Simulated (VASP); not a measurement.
Set up this calculation in VASP 6.6.1, as the native input.

```
Task                   : single point
Functional             : PBEsol
Dispersion             : D4
Potentials or basis    : VASP PAW PBE potentials, release 64 (Hf_pv)
Cutoff                 : 500 eV
k mesh                 : 7 × 7 × 7
Occupations            : fermi-dirac, width 0.1 eV
Spin                   : no spin polarisation
Dipole correction      : no
Further INCAR settings : ALGO = Normal; EDIFF = 1e-06; NBANDS = 17
```

The structure of Hf lies in POSCAR:

```
Hf
1.0
    0.0000000000      3.2169453868      3.2169453868
    3.2169453868      0.0000000000      3.2169453868
    3.2169453868      3.2169453868      0.0000000000
Hf
2
Direct
    1.0000000000      1.0000000000      1.0000000000
    0.2500000000      0.2500000000      0.2500000000
```

This isn't the form of Hf at room conditions, which is hcp.

These files were run (other wordings do the same):

INCAR

```
PREC = Accurate
ENCUT = 500
EDIFF = 1E-6
ISMEAR = -1
SIGMA = 0.1
LREAL = F
LASPH = T
NELM = 120
ALGO = Normal
ISIF = 2
LWAVE = F
LCHARG = T
GGA = PS
IVDW = 13
LELF = T
LVHAR = T
NBANDS = 17
GGA_COMPAT = F
```

KPOINTS

```
Automatic mesh
0
Gamma
  7 7 7
```

Potentials or basis: VASP PAW PBE potentials, release 64 (Hf_pv).

Command:

```console
$ cat potpaw_PBE.64/Hf_pv/POTCAR > POTCAR
$ mpirun -np 1 vasp_std > vasp.out
```

Results of the run:

* Pressure: -0.2 GPa
* Band gap on the k mesh: zero (bands 10 and 11 overlap by 0.58 eV)
* Dispersion energy per atom: -0.118 eV

Caveat: the PAW data sets were made with another functional, which shifts forces and pressure a little; spin-orbit coupling is left out, which moves the levels of the heavy elements.

Wall time 68 s on 1 thread of AMD EPYC 7R43 64-Core Processor (Zen 3), with other jobs on the host, peak memory 0.17 GiB.
